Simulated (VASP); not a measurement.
# GaSi3S2 (P6/mmm) in VASP: a series of runs

The runs below take GaSi3S2 through single point, with PBE.

All numbers are computed with VASP 6.6.1; they aren't measurements. Logs are shortened: lines on timing, memory, paths and dates and some standing lists are left out, and cuts for length are marked.

### 1 The cell of the first run

It takes space group P6/mmm (No. 191, hexagonal). The conventional cell has a = 8.131 Å, b = 8.131 Å, c = 2.493 Å, α = 90.00°, β = 90.00°, γ = 120.00°. Within 3.3 Å of Ga (site symmetry 6/mmm) lie 2 Ga at 2.49 Å. Si (site symmetry mmm) has 2 S at 2.35 Å and 2 Si at 2.49 Å within 3.1 Å. S (site symmetry -6m2) has 3 Si at 2.35 Å and 2 S at 2.49 Å within 3.1 Å.

### 2 Single point, PBE

File INCAR:

```
  ALGO = Normal
  EDIFF = 1E-6
  ENCUT = 520
  GGA = PE
  ISIF = 2
  ISMEAR = 0
  LASPH = T
  LCHARG = F
  LREAL = F
  LWAVE = F
  NBANDS = 28
  NELM = 60
  PREC = Accurate
  SIGMA = 0.1
```

File KPOINTS:

```
k-points
0
Gamma
  6 6 4
```

File POSCAR:

```
GaSi3S2
1.0
    8.1306258666      0.0000000000      0.0000000000
   -4.0653129333      7.0413285492      0.0000000000
    0.0000000000      0.0000000000      2.4927121513
Ga Si S
1 3 2
Direct
    0.0000000000      0.0000000000      0.0000000000
    0.5000000000      0.0000000000      0.5000000000
    0.0000000000      0.5000000000      0.5000000000
    0.5000000000      0.5000000000      0.5000000000
    0.3333333333      0.6666666667      0.5000000000
    0.6666666667      0.3333333333      0.5000000000
```

Potentials or basis: VASP PAW PBE potentials, release 64 (Ga_d, Si, S).

Run with:

```bash
$ cat potpaw_PBE.64/Ga_d/POTCAR potpaw_PBE.64/Si/POTCAR potpaw_PBE.64/S/POTCAR > POTCAR
$ mpirun -np 1 vasp_std > vasp.out
```

OUTCAR:

```text
EDIFF = 1E-6
   ENCUT = 520
   GGA = PE
   ISIF = 2
   ISMEAR = 0
   LASPH = T
   LREAL = F
   NELM = 60
   PREC = Accurate

 ion  position               nearest neighbor table
   1  0.000  0.000  0.000-
   2  0.500  0.000  0.500-   5 2.35   6 2.35
   3  0.000  0.500  0.500-   5 2.35   6 2.35
   4  0.500  0.500  0.500-   5 2.35   6 2.35
   5  0.333  0.667  0.500-   3 2.35   2 2.35   4 2.35
   6  0.667  0.333  0.500-   3 2.35   2 2.35   4 2.35

  LATTYP: Found a hexagonal cell.
 ALAT       =     8.1306258666
 C/A-ratio  =     0.3065830592

  Lattice vectors:

 A1 = (   8.1306258666,   0.0000000000,   0.0000000000)
 A2 = (  -4.0653129333,   7.0413285492,   0.0000000000)
 A3 = (   0.0000000000,   0.0000000000,   2.4927121513)

Analysis of symmetry for initial positions (statically):
=====================================================================
 Subroutine PRICEL returns:
 Original cell was already a primitive cell.

 Routine SETGRP: Setting up the symmetry group for a
 hexagonal supercell.

 Subroutine GETGRP returns: Found 24 space group operations
 (whereof 24 operations were pure point group operations)
 out of a pool of 24 trial point group operations.

The static configuration has the point symmetry D_6h.

Analysis of symmetry for dynamics (positions and initial velocities):
=====================================================================
 Subroutine PRICEL returns:
 Original cell was already a primitive cell.

 Routine SETGRP: Setting up the symmetry group for a
 hexagonal supercell.

 Subroutine GETGRP returns: Found 24 space group operations
 (whereof 24 operations were pure point group operations)
 out of a pool of 24 trial point group operations.

The dynamic configuration has the point symmetry D_6h.

 Subroutine INISYM returns: Found 24 space group operations
 (whereof 24 operations are pure point group operations),
 and found     1 'primitive' translations

----------------------------------------------------------------------------------------

                                     Primitive cell

  volume of cell :     142.7088

  direct lattice vectors                    reciprocal lattice vectors
     8.130625867  0.000000000  0.000000000     0.122991762  0.071009327  0.000000000
    -4.065312933  7.041328549  0.000000000     0.000000000  0.142018654  0.000000000
     0.000000000  0.000000000  2.492712151     0.000000000  0.000000000  0.401169465

  length of vectors
     8.130625867  8.130625867  2.492712151     0.142018654  0.142018654  0.401169465

  position of ions in fractional coordinates (direct lattice)
     0.000000000  0.000000000  0.000000000
     0.500000000  0.000000000  0.500000000
     0.000000000  0.500000000  0.500000000
     0.500000000  0.500000000  0.500000000
     0.333333333  0.666666667  0.500000000
     0.666666667  0.333333333  0.500000000

  ion indices of the primitive-cell ions
   primitive index   ion index
                 1           1
                 2           2
                 3           3
                 4           4
                 5           5
                 6           6

----------------------------------------------------------------------------------------

 KPOINTS: k-points

Automatic generation of k-mesh.
 Grid dimensions read from file:
 generate k-points for:    6    6    4

 Generating k-lattice:

  Cartesian coordinates                     Fractional coordinates (reciprocal lattice)
     0.020498627  0.011834888  0.000000000     0.166666667  0.000000000  0.000000000
     0.000000000  0.023669776  0.000000000     0.000000000  0.166666667  0.000000000
     0.000000000  0.000000000  0.100292366     0.000000000  0.000000000  0.250000000

  Length of vectors
     0.023669776  0.023669776  0.100292366

  Shift w.r.t. Gamma in fractional coordinates (k-lattice)
     0.000000000  0.000000000  0.000000000

 Subroutine IBZKPT returns following result:
 ===========================================

 Found     21 irreducible k-points:

 Following reciprocal coordinates:
            Coordinates               Weight
  0.000000  0.000000  0.000000      1.000000
  0.166667  0.000000  0.000000      6.000000
  0.333333 -0.000000  0.000000      6.000000
  0.500000 -0.000000  0.000000      3.000000
  0.166667  0.166667  0.000000      6.000000
  0.333333  0.166667  0.000000     12.000000
[... 13 lines left out ...]
  0.333333  0.166667  0.500000     12.000000
  0.333333  0.333333  0.500000      2.000000
   k-points           NKPTS =     21   k-points in BZ     NKDIM =     21   number of bands    NBANDS=     28
   number of dos      NEDOS =    301   number of ions     NIONS =      6
   total plane-waves  NPLWV =  72000
   dimension x,y,z NGX =    60 NGY =   60 NGZ =   20
   dimension x,y,z NGXF=   120 NGYF=  120 NGZF=   40
   ions per type =               1   3   2
   NGX,Y,Z   is equivalent  to a cutoff of  12.27, 12.27, 13.34 a.u.
   NGXF,Y,Z  is equivalent  to a cutoff of  24.54, 24.54, 26.68 a.u.
 SYSTEM =  unknown system
   PREC   = accura    normal or accurate (medium, high low for compatibility)
   ISTART =      0    job   : 0-new  1-cont  2-samecut
   ICHARG =      2    charge: 1-file 2-atom 10-const
   ISPIN  =      1    spin polarized calculation?
   LNONCOLLINEAR =      F non collinear calculations
   LSORBIT =      F    spin-orbit coupling
   LASPH  =      T    aspherical Exc in radial PAW
   ENCUT  =  520.0 eV  38.22 Ry    6.18 a.u.  15.12 15.12  4.63*2*pi/ulx,y,z
   NELM   =     60;   NELMIN=  2; NELMDL= -5     # of ELM steps
   EDIFF  = 0.1E-05   stopping-criterion for ELM
   LREAL  =      F    real-space projection
   EDIFFG = 0.1E-04   stopping-criterion for IOM
   NSW    =      0    number of steps for IOM
   IBRION =     -1    ionic relax: 0-MD 1-quasi-New 2-CG
   NFREE  =      0    steps in history (QN), initial steepest desc. (CG)
   ISIF   =      2    stress and relaxation
   ISYM   =      2    0-nonsym 1-usesym 2-fastsym
   POTIM  = 0.5000    time-step for ionic-motion
   TEBEG  =    0.0;   TEEND  =   0.0 temperature during run
   PSTRESS=    0.0 pullay stress
   NELECT =      37.0000    total number of electrons
   NUPDOWN=      -1.0000    fix difference up-down
   EMIN   =  10.00;   EMAX   =-10.00  energy-range for DOS
   EFERMI =   0.00;   METHOD = LEGACY
   ISMEAR =     0;   SIGMA  =   0.10  broadening in eV -4-tet -1-fermi 0-gaus
   EFERMI_NEDOS =   21; number of points for ismear=-14 and -15
   IALGO  =     38    algorithm
   IMIX   =      4    mixing-type and parameters
     AMIX     =   0.40;   BMIX     =  1.00
     AMIX_MAG =   1.60;   BMIX_MAG =  1.00
  volume/ion in A,a.u.               =      23.78       160.51
  Fermi-wavevector in a.u.,A,eV,Ry     =   1.043899  1.972683 14.826612  1.089725
  Thomas-Fermi vector in A             =   2.178628
   LORBIT       =      0    0 simple, 1 ext, 2 COOP (PROOUT), +10 PAW based schemes
   GGA     = PE    functional components
   LHFCALC =     F    Hartree Fock is set to
   AEXX    =    0.0000 exact exchange contribution
   IVDW    =     0    specifies the selected vdW correction
   LEPSILON=     F    determine dielectric tensor
   LRPA    =     F    only Hartree local field effects (RPA)
 non-spin polarized calculation
 Gauss-broadening in eV      SIGMA  =   0.10
  energy-cutoff  :      520.00
  volume of cell :      142.71
 maximum number of plane-waves:      3885
   NGX = 31   NGY = 31   NGZ =  9

 number of electron      37.0000000 magnetization

 Free energy of the ion-electron system (eV)
  ---------------------------------------------------
  ext. energy  EPLUGINS =         0.00000000
  ---------------------------------------------------
  free energy    TOTEN  =       -24.80744136 eV

  energy without entropy =      -24.80131150  energy(sigma->0) =      -24.80437643

 E-fermi :   3.9448     XC(G=0):  -8.8638

 val. band max:        3.8391252545   @ k =   0.3333   0.3333   0.2500
 cond. band min:       3.9850318077   @ k =   0.5000  -0.0000   0.2500
 fundamental gap:      0.1459065532
 Fermi energy:         3.9447986601

 k-point     1 :       0.0000    0.0000    0.0000
  band No.  band energies     occupation
      1     -11.9323      2.00000
      2     -11.5119      2.00000
      3     -10.4959      2.00000
      4     -10.2186      2.00000
      5     -10.2186      2.00000
      6      -9.9238      2.00000
[... 20 lines left out ...]
     27       9.8499      0.00000
     28       9.8499      0.00000

 k-point     2 :       0.1667    0.0000    0.0000
  band No.  band energies     occupation
      1     -11.9106      2.00000
      2     -11.5405      2.00000
      3     -10.4959      2.00000
      4     -10.2185      2.00000
      5     -10.2185      2.00000
      6      -9.9238      2.00000
[... 20 lines left out ...]
     27       9.5270      0.00000
     28       9.6261      0.00000

 k-point     3 :       0.3333   -0.0000    0.0000
  band No.  band energies     occupation
      1     -11.8530      2.00000
      2     -11.6118      2.00000
      3     -10.4959      2.00000
      4     -10.2185      2.00000
      5     -10.2184      2.00000
      6      -9.9238      2.00000
[... 20 lines left out ...]
     27       9.8742      0.00000
     28      10.3021      0.00000

 k-point     4 :       0.5000   -0.0000    0.0000
  band No.  band energies     occupation
      1     -11.8052      2.00000
      2     -11.6663      2.00000
      3     -10.4959      2.00000
      4     -10.2185      2.00000
      5     -10.2184      2.00000
      6      -9.9238      2.00000
[... 485 lines left out ...]
     27       8.6365      0.00000
     28       8.9375      0.00000

 k-point    20 :       0.3333    0.1667    0.5000
  band No.  band energies     occupation
      1     -10.2636      2.00000
      2     -10.2636      2.00000
      3     -10.1704      2.00000
      4     -10.1704      2.00000
      5      -9.7442      2.00000
      6      -8.4436      2.00000
[... 20 lines left out ...]
     27       8.3846      0.00000
     28       8.8455      0.00000

 k-point    21 :       0.3333    0.3333    0.5000
  band No.  band energies     occupation
      1     -10.2636      2.00000
      2     -10.2636      2.00000
      3     -10.1704      2.00000
      4     -10.1704      2.00000
      5      -9.7442      2.00000
      6      -8.3953      2.00000
[... 20 lines left out ...]
     27       8.4237      0.00000
     28       9.0048      0.00000

------------------------ aborting loop because EDIFF is reached ----------------------------------------

  FORCE on cell =-STRESS in cart. coord.  units (eV):
  Direction    XX          YY          ZZ          XY          YZ          ZX
  --------------------------------------------------------------------------------------
  -------------------------------------------------------------------------------------
  Total        0.0483603      0.0483603     -0.0744598      0.0000000     -0.0000000      0.0000000
  in kB        0.5429360      0.5429360     -0.8359531      0.0000000     -0.0000000      0.0000000
  external PRESSURE =       0.0833063 kB  Pullay stress =       0.0000000 kB

 VOLUME and BASIS-vectors are now :
 -----------------------------------------------------------------------------
  energy-cutoff  :      520.00
  volume of cell :      142.71
      direct lattice vectors                 reciprocal lattice vectors
     8.130625867  0.000000000  0.000000000     0.122991762  0.071009327  0.000000000
    -4.065312933  7.041328549  0.000000000     0.000000000  0.142018654  0.000000000
     0.000000000  0.000000000  2.492712151     0.000000000  0.000000000  0.401169465

 POSITION                                       TOTAL-FORCE (eV/Angst)
 -----------------------------------------------------------------------------------
      0.00000      0.00000      0.00000         0.000000      0.000000      0.000000
      4.06531      0.00000      1.24636         0.000000      0.000000      0.000000
     -2.03266      3.52066      1.24636         0.000000      0.000000      0.000000
      2.03266      3.52066      1.24636         0.000000      0.000000      0.000000
     -0.00000      4.69422      1.24636         0.000000      0.000000      0.000000
      4.06531      2.34711      1.24636        -0.000000     -0.000000     -0.000000
 -----------------------------------------------------------------------------------
    total drift:                                0.000000      0.000000      0.000000

  FREE ENERGIE OF THE ION-ELECTRON SYSTEM (eV)
  ---------------------------------------------------
  free  energy   TOTEN  =       -24.8074413550 eV

  energy  without entropy=      -24.8013115046  energy(sigma->0) =      -24.80437643
```

It took 57 s on 1 thread of Intel Xeon 6975P-C, shared host; peak memory 0.29 GiB.

What came out:

- Free energy: -24.8074 eV
- Pressure: 0.0 GPa

Caveat: the k points lie up to 0.63 Å⁻¹ apart.

### 3 Single point, PBE

This run uses another cell than the first one, of 23.29 Å³/atom, 0.979 times its volume.

File INCAR:

```
PREC = Accurate
ENCUT = 520
EDIFF = 1E-6
ISMEAR = 0
SIGMA = 0.1
LREAL = F
LASPH = T
NELM = 100
ALGO = Normal
ISIF = 2
LWAVE = F
LCHARG = F
GGA = PE
NBANDS = 28
```

File KPOINTS:

```
Automatic mesh
0
Gamma
  6 6 16
```

POSCAR: that of step 2 with these lines changed.

```diff
@@ -2,5 +2,5 @@
 1.0
-    8.1306258666      0.0000000000      0.0000000000
-   -4.0653129333      7.0413285492      0.0000000000
-    0.0000000000      0.0000000000      2.4927121513
+    8.1852207614      0.0000000000      0.0000000000
+   -4.0926103807      7.0886091150      0.0000000000
+    0.0000000000      0.0000000000      2.4080393620
 Ga Si S
```

Potentials or basis: VASP PAW PBE potentials, release 64 (Ga_d, Si, S).

Run with:

```bash
$ cat potpaw_PBE.64/Ga_d/POTCAR potpaw_PBE.64/Si/POTCAR potpaw_PBE.64/S/POTCAR > POTCAR
$ mpirun -np 1 vasp_std > vasp.out
```

OUTCAR:

```text
PREC = Accurate
   ENCUT = 520
   EDIFF = 1E-6
   ISMEAR = 0
   LREAL = F
   LASPH = T
   NELM = 100
   ISIF = 2
   GGA = PE

 ion  position               nearest neighbor table
   1  0.000  0.000  0.000-
   2  0.500  0.000  0.500-   5 2.36   6 2.36
   3  0.000  0.500  0.500-   5 2.36   6 2.36
   4  0.500  0.500  0.500-   5 2.36   6 2.36
   5  0.333  0.667  0.500-   3 2.36   2 2.36   4 2.36
   6  0.667  0.333  0.500-   3 2.36   2 2.36   4 2.36

[... 951 lines left out ...]
  -------------------------------------------------------------------------------------
  Total        0.0011574      0.0011574     -0.0832116      0.0000000      0.0000000      0.0000000
  in kB        0.0132717      0.0132717     -0.9542003      0.0000000      0.0000000      0.0000000
  external PRESSURE =      -0.3092190 kB  Pullay stress =       0.0000000 kB

 VOLUME and BASIS-vectors are now :
 -----------------------------------------------------------------------------
  energy-cutoff  :      520.00
  volume of cell :      139.72
      direct lattice vectors                 reciprocal lattice vectors
     8.185220761  0.000000000  0.000000000     0.122171415  0.070535699  0.000000000
    -4.092610381  7.088609115  0.000000000     0.000000000  0.141071398  0.000000000
     0.000000000  0.000000000  2.408039362     0.000000000  0.000000000  0.415275604

 POSITION                                       TOTAL-FORCE (eV/Angst)
 -----------------------------------------------------------------------------------
      0.00000      0.00000      0.00000         0.000000      0.000000      0.000000
      4.09261      0.00000      1.20402         0.000000      0.000000      0.000000
     -2.04631      3.54430      1.20402         0.000000      0.000000      0.000000
      2.04631      3.54430      1.20402         0.000000      0.000000      0.000000
     -0.00000      4.72574      1.20402         0.000000     -0.000000      0.000000
      4.09261      2.36287      1.20402        -0.000000      0.000000      0.000000
 -----------------------------------------------------------------------------------
    total drift:                               -0.000000      0.000000      0.000000

  FREE ENERGIE OF THE ION-ELECTRON SYSTEM (eV)
  ---------------------------------------------------
  free  energy   TOTEN  =       -24.2373207261 eV

  energy  without entropy=      -24.2278347166  energy(sigma->0) =      -24.23257772
```

stdout:

```text
POSCAR found type information on POSCAR GaSiS
 POSCAR found :  3 types and       6 ions
 scaLAPACK will be used
 LDA part: xc-table for (Slater+PW92), standard interpolation
 POSCAR, INCAR and KPOINTS ok, starting setup
 FFT: planning ... GRIDC
 FFT: planning ... GRID_SOFT
 FFT: planning ... GRID
 WAVECAR not read
 entering main loop
```

Run time: 2.6 min. Hardware: 1 thread of Intel Xeon 6975P-C, shared host; peak memory 0.41 GiB.

What came out:

* Free energy: -24.2373 eV
* Pressure: 0.0 GPa
